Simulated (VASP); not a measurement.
Here is a VASP 6.6.1 calculation.

File POSCAR:

```
Rh
1.0
    0.0000000000      1.8978500000      1.8978500000
    1.8978500000      0.0000000000      1.8978500000
    1.8978500000      1.8978500000      0.0000000000
Rh
1
Direct
    0.0000000000      0.0000000000      0.0000000000
```

The input INCAR.step1:

```
  PREC = Accurate
  ENCUT = 550
  ISMEAR = 1
  SIGMA = 0.1
  LREAL = False
  LASPH = True
  NELM = 120
  NBANDS = 14
  GGA = PE
  ALGO = Normal
  EDIFF = 1E-5
  LWAVE = True
  LCHARG = False
  GGA_COMPAT = False
```

The input INCAR.step2:

```
  PREC = Accurate
  ENCUT = 550
  EDIFF = 1E-6
  ISMEAR = 1
  SIGMA = 0.1
  LREAL = False
  LASPH = True
  NELM = 120
  ALGO = Normal
  ISIF = 2
  LWAVE = False
  LCHARG = False
  METAGGA = R2SCAN
  LMIXTAU = True
  NBANDS = 14
  ISTART = 1
  GGA_COMPAT = False
```

KPOINTS

```
Automatic mesh
0
Gamma
  14 14 14
```

Potentials or basis: VASP PAW PBE potentials, release 64 (Rh_pv).

Run with:

```console
$ cat potpaw_PBE.64/Rh_pv/POTCAR > POTCAR
$ cp INCAR.step1 INCAR
$ mpirun -np 1 vasp_std > vasp.out
$ cp INCAR.step2 INCAR
$ mpirun -np 1 vasp_std > vasp.out
```

(1) Estimate the pressure.

(2) Predict the band gap on the k mesh.

Results:

(1) 2.1 GPa.

(2) zero (an odd number of electrons rules out a gap without spin polarisation).

Caveat: the PAW data sets were made with another functional, which shifts forces and pressure a little.
